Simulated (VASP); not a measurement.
Input of a VASP 6.6.1 run:

The input POSCAR:

```
GaP
1.0
    2.7252500000      2.7252500000      0.0000000000
   -2.7252500000      2.7252500000      0.0000000000
    0.0000000000      2.7252500000      2.7252500000
Ga P
1 1
Direct
    0.0000000000      0.0000000000      0.0000000000
    0.7500000000      0.2500000000      0.5000000000
```

File INCAR.step1:

```
SYSTEM = GaP
PREC     = Accurate       ! precision mode
ENCUT    = 600            ! plane-wave cutoff, eV
ISMEAR   = 0              ! smearing method
SIGMA    = 0.01           ! smearing width, eV
LREAL    = .FALSE.        ! projectors in reciprocal space
LASPH    = .TRUE.         ! aspherical terms in the spheres
NELM     = 80             ! most SCF steps
GGA      = PE             ! functional
ALGO     = Normal         ! electronic algorithm
EDIFF    = 1E-4           ! SCF threshold, eV
LWAVE    = .TRUE.         ! write WAVECAR
LCHARG   = .FALSE.        ! write CHGCAR
```

The input INCAR.step2:

```
SYSTEM = GaP
PREC     = Accurate       ! precision mode
ENCUT    = 600            ! plane-wave cutoff, eV
EDIFF    = 1E-6           ! SCF threshold, eV
ISMEAR   = 0              ! smearing method
SIGMA    = 0.01           ! smearing width, eV
LREAL    = .FALSE.        ! projectors in reciprocal space
LASPH    = .TRUE.         ! aspherical terms in the spheres
NELM     = 80             ! most SCF steps
ALGO     = Normal         ! electronic algorithm
ISIF     = 3              ! what is computed and relaxed
LWAVE    = .FALSE.        ! write WAVECAR
LCHARG   = .FALSE.        ! write CHGCAR
METAGGA  = R2SCAN         ! meta-GGA
LMIXTAU  = .TRUE.       
IBRION   = 2              ! ionic algorithm
NSW      = 100            ! ionic steps
EDIFFG   = -0.002         ! ionic threshold
PSTRESS  = 20.0         
ISTART   = 1
```

The input KPOINTS:

```
Automatic mesh
0
G
  8 8 8
  0 0 0
```

Potentials or basis: VASP PAW PBE potentials, release 64 (Ga_d, P).

Command:

```sh
$ cat potpaw_PBE.64/Ga_d/POTCAR potpaw_PBE.64/P/POTCAR > POTCAR
$ cp INCAR.step1 INCAR
$ mpirun -np 1 vasp_std > vasp.out
$ cp INCAR.step2 INCAR
$ mpirun -np 1 vasp_std > vasp.out
```

Task: What does it give for the relaxed volume?

Result: 19.80 Å³/atom.

Task: What does it give for the band gap on the k mesh?

Result: 1.87 eV, indirect (least direct gap 2.54 eV).

Task: What does it give for the space group after relaxing (to 0.05 Å)?

Result: F-43m (No. 216).

Task: Estimate the relaxed cell.

Result: a = 3.826 Å, b = 3.826 Å, c = 3.826 Å, α = 60.00°, β = 60.00°, γ = 90.00°.

Final structure:
```xyz
2
Lattice="2.7053 2.7053 0.0000 -2.7053 2.7053 0.0000 0.0000 2.7053 2.7053" Properties=species:S:1:pos:R:3 pbc="T T T"
Ga   -2.7053    2.7053    0.0000
P     1.3527    4.0580    1.3527
```

Caveat: the cell is relaxed towards a set pressure, so the enthalpy falls and the energy may rise; the PAW data sets were made with another functional, which shifts forces and pressure a little. A k mesh can miss the band edges.
